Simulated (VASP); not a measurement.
**Ti3Se: single point with PBE**

The system is Ti3Se.

```
Ti Se
1.0
     2.82382    1.63033    3.14470
    -2.82382    1.63033    3.14470
     0.00000   -3.26066    3.14470
Ti Se
3 1
Direct
  0.00000 0.00000 0.50000
  0.50000 0.00000 0.00000
  0.00000 0.50000 0.00000
  0.00000 0.00000 0.00000
```

The cell was generated, and may not be a known phase.

```yaml
Program: VASP 6.6.1
Task: single point
Functional: PBE
Potentials_or_basis: VASP PAW PBE potentials, release 64 (Ti_sv, Se)
Cutoff: 520 eV
k_mesh: 6 × 6 × 6
Occupations: gaussian, width 0.1 eV
Spin: collinear spin
Starting_moments: "[-1.0, 1.0, 1.0, 0.0] μB"
```

```yaml
Pressure: 19.7 GPa
Band_gap_on_the_k_mesh: zero (filled and empty bands overlap)
Net_moment: 0.00 μB per cell
Valence_electrons_inside_the_program's_atomic_spheres: Ti 10.43; Se 4.39
```

Stress tensor (GPa, compression positive):
```
17.06  0.00  0.00
 0.00 17.06  0.00
 0.00  0.00 25.12
```

Levels at points of the mesh, in eV from the Fermi level:
Spin up:
| k point | band 19 | band 20 | band 21 | band 22 | band 23 | band 24 |
| --- | --- | --- | --- | --- | --- | --- |
| (0.00, 0.00, 0.00) | -1.37 | -1.37 | -0.65 | -0.65 | 0.39 | 1.00 |
| (0.50, 0.00, 0.00) | -1.17 | -0.80 | -0.15 | 0.48 | 0.91 | 1.01 |
| (0.00, 0.00, 0.50) | -1.17 | -0.80 | -0.15 | 0.48 | 0.91 | 1.01 |
| (0.50, 0.50, 0.00) | -0.24 | -0.22 | 0.00 | 0.25 | 0.44 | 1.22 |
| (0.50, 0.00, 0.50) | -0.24 | -0.22 | 0.00 | 0.25 | 0.44 | 1.22 |
| (0.50, 0.50, 0.50) | -0.32 | -0.32 | 0.13 | 1.53 | 1.53 | 1.57 |
Spin down:
```csv
k point,band 18,band 19,band 20,band 21,band 22,band 23,band 24,band 25
"(0.00, 0.00, 0.00)",-2.16,-1.37,-1.37,-0.65,-0.65,0.39,1.00,1.00
"(0.50, 0.00, 0.00)",-1.46,-1.17,-0.80,-0.15,0.48,0.91,1.01,1.12
"(0.00, 0.00, 0.50)",-1.46,-1.17,-0.80,-0.15,0.48,0.91,1.01,1.12
"(0.50, 0.50, 0.00)",-0.87,-0.24,-0.22,0.00,0.25,0.44,1.22,1.31
"(0.50, 0.00, 0.50)",-0.87,-0.24,-0.22,0.00,0.25,0.44,1.22,1.31
"(0.50, 0.50, 0.50)",-1.05,-0.32,-0.32,0.13,1.53,1.53,1.57,1.70
```

It took 12 min on 1 thread of Intel(R) Xeon(R) Platinum 8259CL CPU @ 2.50GHz (Skylake/Cascade Lake), with other jobs on the host, peak memory 0.42 GiB.

Caveat: the stress differs along the axes, from 17 to 25 GPa.
